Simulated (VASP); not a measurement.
A run of VASP 6.6.1 is set up as follows.

INCAR

```
SYSTEM = C
ALGO = Normal
EDIFF = 1E-7
ENCUT = 520
GGA = PE
ISIF = 2
ISMEAR = -1
IVDW = 12
LASPH = .True.
LCHARG = .False.
LREAL = Auto
LWAVE = .False.
NBANDS = 51
NELM = 60
PREC = Accurate
SIGMA = 0.05
```

File KPOINTS:

```
k-points
0
Gamma
  2 2 1
  0 0 0
```

POSCAR

```
C
1.0
    7.3980000000      0.0000000000      0.0000000000
   -3.6990000000      6.4068560000      0.0000000000
    0.0000000000      0.0000000000     12.0000000000
C
18
Direct
    0.0255459949      0.0031060476      0.0770416667
    0.2473172934      0.1192628647      0.0724666667
    0.0155208137      0.3372324897      0.0818083333
    0.2409036862      0.4474737687      0.0819833333
    0.0210506904      0.6767593965      0.0740083333
    0.2453218149      0.7976455222      0.0675666667
    0.3578247801      0.0109726206      0.0782500000
    0.5802830922      0.1221503964      0.0756333333
    0.3463775243      0.3404165787      0.0707000000
    0.5717396868      0.4579157078      0.0696500000
    0.3496353454      0.6725607693      0.0693833333
    0.5715860882      0.7819123764      0.0705000000
    0.6897793517      0.0053224234      0.0724333333
    0.9181248457      0.1205427436      0.0693833333
    0.6820651556      0.3382314196      0.0795166667
    0.9036078713      0.4421981702      0.0792250000
    0.6813350131      0.6763223647      0.0694750000
    0.9050356230      0.7812256121      0.0755083333
```

Potentials or basis: VASP PAW PBE potentials, release 64 (C).

Command:

```bash
$ cat potpaw_PBE.64/C/POTCAR > POTCAR
$ mpirun -np 1 vasp_std > vasp.out
```

(1) What does it give for the dispersion energy per atom?

(2) What does it give for the largest force?

Results:

(1) -0.089 eV.

(2) 3.972 eV/Å.

Caveat: the k points lie up to 0.49 Å⁻¹ apart; the atoms stand as in a frame of molecular dynamics; there is no dipole correction, which matters where the two faces differ.
